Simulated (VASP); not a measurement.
# Al (Fm-3m) in VASP: settings compared, part 2 of 2

VASP 6.6.1. The steps go on from the part before.

## 3. Single point, PBE0

This run uses another cell than the first one, of 16.27 Å³/atom.

File POSCAR:

```
Al
1.0
    0.0000000000      2.0112152952      2.0112152952
    2.0112152952      0.0000000000      2.0112152952
    2.0112152952      2.0112152952      0.0000000000
Al
1
Direct
    0.0000000000      0.0000000000      0.0000000000
```

File INCAR.step1:

```
SYSTEM = Al
ALGO     = Normal         ! electronic algorithm
EDIFF    = 1E-5           ! SCF threshold, eV
ENCUT    = 520            ! plane-wave cutoff, eV
GGA      = PE             ! functional
ISIF     = 2              ! what is computed and relaxed
ISMEAR   = -1             ! smearing method
LASPH    = .TRUE.         ! aspherical terms in the spheres
LREAL    = .FALSE.        ! projectors in reciprocal space
LWAVE    = .TRUE.         ! write WAVECAR
NBANDS   = 8              ! bands
NELM     = 60             ! most SCF steps
PREC     = Accurate       ! precision mode
SIGMA    = 0.05           ! smearing width, eV
```

File INCAR.step2:

```
SYSTEM = Al
AEXX     = 0.25           ! exact-exchange fraction
ALGO     = Normal         ! electronic algorithm
EDIFF    = 1E-6           ! SCF threshold, eV
ENCUT    = 520            ! plane-wave cutoff, eV
GGA      = PE             ! functional
ISIF     = 2              ! what is computed and relaxed
ISMEAR   = -1             ! smearing method
ISTART   = 1            
LASPH    = .TRUE.         ! aspherical terms in the spheres
LCHARG   = .TRUE.         ! write CHGCAR
LELF     = .TRUE.         ! ELF
LHFCALC  = .TRUE.         ! exact exchange
LREAL    = .FALSE.        ! projectors in reciprocal space
LVHAR    = .TRUE.       
LWAVE    = .FALSE.        ! write WAVECAR
NBANDS   = 8              ! bands
NELM     = 60             ! most SCF steps
PREC     = Accurate       ! precision mode
PRECFOCK = Normal       
SIGMA    = 0.05           ! smearing width, eV
```

File KPOINTS:

```
k-points
0
G
  6 6 6
  0 0 0
```

Potentials or basis: VASP PAW PBE potentials, release 64 (Al).

Command:

```sh
> cat potpaw_PBE.64/Al/POTCAR > POTCAR
> cp INCAR.step1 INCAR
> mpirun -np 1 vasp_std > vasp.out
> cp INCAR.step2 INCAR
> mpirun -np 1 vasp_std > vasp.out
```

OUTCAR:

```text
SYSTEM = Al
   AEXX = 0.25
   EDIFF = 1E-6
   ENCUT = 520
   GGA = PE
   ISIF = 2
   ISMEAR = -1
   ISTART = 1
   LASPH = .TRUE.
   LHFCALC = .TRUE.
   LREAL = .FALSE.
   NELM = 60
   PREC = Accurate
   PRECFOCK = Normal

 ion  position               nearest neighbor table
   1  0.000  0.000  0.000-

  LATTYP: Found a face centered cubic cell.
 ALAT       =     4.0224305904

  Lattice vectors:

 A1 = (   0.0000000000,   2.0112152952,   2.0112152952)
[... 354 lines left out ...]
      7      30.0462      0.00000
      8      31.1827      0.00000

------------------------ aborting loop because EDIFF is reached ----------------------------------------

  FORCE on cell =-STRESS in cart. coord.  units (eV):
  Direction    XX          YY          ZZ          XY          YZ          ZX
  --------------------------------------------------------------------------------------
  -------------------------------------------------------------------------------------
  Total        0.0497913      0.0497913      0.0497913     -0.0000000      0.0000000     -0.0000000
  in kB        4.9029650      4.9029650      4.9029650     -0.0000000      0.0000000     -0.0000000
  external PRESSURE =       4.9029650 kB  Pullay stress =       0.0000000 kB

 VOLUME and BASIS-vectors are now :
 -----------------------------------------------------------------------------
  energy-cutoff  :      520.00
  volume of cell :       16.27
      direct lattice vectors                 reciprocal lattice vectors
     0.000000000  2.011215295  2.011215295    -0.248605906  0.248605906  0.248605906
     2.011215295  0.000000000  2.011215295     0.248605906 -0.248605906  0.248605906
     2.011215295  2.011215295  0.000000000     0.248605906  0.248605906 -0.248605906

 POSITION                                       TOTAL-FORCE (eV/Angst)
 -----------------------------------------------------------------------------------
      0.00000      0.00000      0.00000         0.000000     -0.000000     -0.000000
 -----------------------------------------------------------------------------------
    total drift:                               -0.000000     -0.000000     -0.000000

  FREE ENERGIE OF THE ION-ELECTRON SYSTEM (eV)
  ---------------------------------------------------
  free  energy   TOTEN  =        -4.4951180165 eV

  energy  without entropy=       -4.4912916683  energy(sigma->0) =       -4.49320484
```

OSZICAR.step1:

```text
N       E                     dE             d eps       ncg     rms          rms(c)
DAV:   1    -0.244895720674E+01   -0.24490E+01   -0.91119E+02   256   0.210E+02
DAV:   2    -0.383054355350E+01   -0.13816E+01   -0.13805E+01   384   0.192E+01
DAV:   3    -0.383451825524E+01   -0.39747E-02   -0.39732E-02   320   0.129E+00
DAV:   4    -0.383452653584E+01   -0.82806E-05   -0.82810E-05   408   0.504E-02
DAV:   5    -0.383452654041E+01   -0.45765E-08   -0.50393E-08   320   0.581E-04    0.130E+00
DAV:   6    -0.382143239631E+01    0.13094E-01   -0.15962E-03   352   0.187E-01    0.754E-01
DAV:   7    -0.381200293971E+01    0.94295E-02   -0.47555E-03   320   0.302E-01    0.147E-01
DAV:   8    -0.381199728368E+01    0.56560E-05   -0.12373E-05   360   0.249E-02
   1 F= -.38119973E+01 E0= -.38095996E+01  d E =-.479546E-02
```

Wall time 84 s (1 thread of Intel Xeon 8259CL, shared host); peak memory 0.14 GiB.

What came out:

- Free energy: -4.4951 eV
- Pressure: 0.5 GPa
- Band gap on the k mesh: zero (an odd number of electrons rules out a gap without spin polarisation)

Caveat: the k points lie up to 0.45 Å⁻¹ apart, too coarse for converged energies and pressures of a metal; the PAW data sets were made with another functional, which shifts forces and pressure a little.

## 4. Single point, HSE06

File POSCAR:

```
Al
1.0
    0.0000000000      1.9974394157      1.9974394157
    1.9974394157      0.0000000000      1.9974394157
    1.9974394157      1.9974394157      0.0000000000
Al
1
Direct
    0.0000000000      0.0000000000      0.0000000000
```

File INCAR.step1:

```
PREC = Accurate
ENCUT = 520
EDIFF = 1E-5
ISMEAR = -1
SIGMA = 0.05
LREAL = False
LASPH = True
NELM = 80
ALGO = Normal
ISIF = 2
LWAVE = True
LCHARG = False
GGA = PE
NBANDS = 8
```

File INCAR.step2:

```
PREC = Accurate
ENCUT = 520
EDIFF = 1E-6
ISMEAR = -1
SIGMA = 0.05
LREAL = False
LASPH = True
NELM = 80
ALGO = Normal
ISIF = 2
LWAVE = False
LCHARG = False
GGA = PE
LHFCALC = True
HFSCREEN = 0.2079
PRECFOCK = Normal
ISTART = 1
NBANDS = 8
```

File KPOINTS:

```
regular mesh
0
Gamma
  6 6 6
```

Command:

```sh
> cat potpaw_PBE.64/Al/POTCAR > POTCAR
> cp INCAR.step1 INCAR
> mpirun -np 1 vasp_std > vasp.out
> cp INCAR.step2 INCAR
> mpirun -np 1 vasp_std > vasp.out
```

It took 91 s on 1 thread of Intel Xeon 8259CL, shared host; peak memory 0.23 GiB.

It converged, with:

- Free energy: -4.1740 eV
- Pressure: 2.4 GPa
- Band gap on the k mesh: zero (an odd number of electrons rules out a gap without spin polarisation)

Levels at points of the mesh, in eV from the Fermi level:
```
           k point  band 1  band 2  band 3  band 4  band 5
(0.00, 0.00, 0.00)  -13.49   13.38   13.38   13.38   15.17
(0.50, 0.00, 0.00)   -5.97   -5.59   12.11   12.11   12.28
(0.50, 0.50, 0.00)   -4.01   -2.27    5.37    5.90    5.90
```

Caveat: the k points lie up to 0.45 Å⁻¹ apart, too coarse for converged energies and pressures of a metal; the PAW data sets were made with another functional, which shifts forces and pressure a little.

## 5. Single point, HSE06

This run uses another cell than the first one, of 16.93 Å³/atom.

File POSCAR:

```
Al
1.0
    0.0000000000      2.0382146954      2.0382146954
    2.0382146954      0.0000000000      2.0382146954
    2.0382146954      2.0382146954      0.0000000000
Al
1
Direct
    0.0000000000      0.0000000000      0.0000000000
```

File INCAR.step1:

```
PREC = Accurate ; ENCUT = 520
EDIFF = 1E-5 ; ISMEAR = -1
SIGMA = 0.05 ; LREAL = False
LASPH = True ; NELM = 80
ALGO = Normal ; ISIF = 2
LWAVE = True ; LCHARG = False
NBANDS = 8 ; GGA = PE
```

File INCAR.step2:

```
PREC = Accurate ; ENCUT = 520
EDIFF = 1E-6 ; ISMEAR = -1
SIGMA = 0.05 ; LREAL = False
LASPH = True ; NELM = 80
ALGO = Normal ; ISIF = 2
LWAVE = False ; LCHARG = False
GGA = PE ; LHFCALC = True
HFSCREEN = 0.2079 ; PRECFOCK = Normal
NBANDS = 8 ; ISTART = 1
```

File KPOINTS:

```
Automatic mesh
0
Gamma
  6 6 6
```

Command:

```sh
> cat potpaw_PBE.64/Al/POTCAR > POTCAR
> cp INCAR.step1 INCAR
> mpirun -np 1 vasp_std > vasp.out
> cp INCAR.step2 INCAR
> mpirun -np 1 vasp_std > vasp.out
```

It took 3.1 min on 1 thread of Intel Xeon 8259CL, shared host; peak memory 0.23 GiB.

Results (log left out):

```
Free energy            : -4.1737 eV
Pressure               : -2.4 GPa
Band gap on the k mesh : zero (an odd number of electrons rules out a gap without spin polarisation)
```

Levels at points of the mesh, in eV from the Fermi level:
| k point | band 1 | band 2 | band 3 | band 4 | band 5 | band 6 |
| --- | --- | --- | --- | --- | --- | --- |
| (0.00, 0.00, 0.00) | -12.94 | 13.11 | 13.11 | 13.11 | 14.44 | 14.44 |
| (0.50, 0.00, 0.00) | -5.59 | -5.40 | 11.70 | 11.70 | 11.90 | 11.90 |
| (0.50, 0.50, 0.00) | -3.74 | -2.17 | 5.44 | 5.69 | 5.69 | 9.23 |

Caveat: the k points lie up to 0.44 Å⁻¹ apart, too coarse for converged energies and pressures of a metal; the PAW data sets were made with another functional, which shifts forces and pressure a little.

## 6. Overview

```csv
level,cell,screening parameter,gap on the mesh (eV),pressure (GPa)
PBE0,"a = 2.825 Å, angles 60.0°, 1 atom",-,none,2.4
PBE0,"a = 2.844 Å, angles 60.0°, 1 atom",-,none,0.5
HSE06,"a = 2.825 Å, angles 60.0°, 1 atom",0.2079 1/Å,none,2.4
HSE06,"a = 2.882 Å, angles 60.0°, 1 atom",0.2079 1/Å,none,-2.4
```

Alike in all rows: task single point; potentials or basis VASP PAW PBE potentials, release 64 (Al); no spin polarisation; k mesh 6 × 6 × 6; cutoff (eV) 520; smearing fermi-dirac 0.05 eV.

Caveats: all runs use coarse meshes; the PAW data sets were made with another functional, which shifts forces and pressure a little.

Total energies depend on the potentials used, so only differences within one code and one set of settings carry meaning.
